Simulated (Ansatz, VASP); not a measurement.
## One calculation of Zn2Si2N, two programs

```
Zn Si N
1.0
     2.94340    0.00000    0.00000
    -1.47170    2.54906    0.00000
     0.00000    0.00000   10.27605
Zn Si N
2 2 1
Direct
  0.66667 0.33333 0.26733
  0.66667 0.33333 0.73267
  0.33333 0.66667 0.50000
  0.66667 0.33333 0.00000
  0.33333 0.66667 0.00000
```

Alike in both runs: task relaxation of cell and atoms; functional PBE; k mesh 12 × 12 × 4; occupations gaussian, width 0.1 eV; no spin polarisation.

|  | VASP | Ansatz |
| --- | --- | --- |
| version | VASP 6.6.1 | Ansatz 0.2.0 |
| potentials or method | VASP PAW PBE potentials, release 64 (Zn, Si, N), cutoff 600 eV | scalar-relativistic, plane waves, PAW |
| valence electrons in the cell | 37 | 37 |

Ansatz gave:

```
gap on the k mesh at the Fermi level, each at its own relaxed structure (eV) : none
relaxed volume (Å³/atom)                                                     : 15.03
relaxed length of the cell vector where the two differ most in proportion (Å)              : 9.713
```

Problem. What did VASP give for the same quantities?

Solution. gap on the k mesh at the Fermi level, each at its own relaxed structure (eV): none; relaxed volume (Å³/atom): 15.03; relaxed length of the cell vector where the two differ most in proportion (Å): 9.700.

A gap of «none» marks a metal or a gap that the smearing closes.
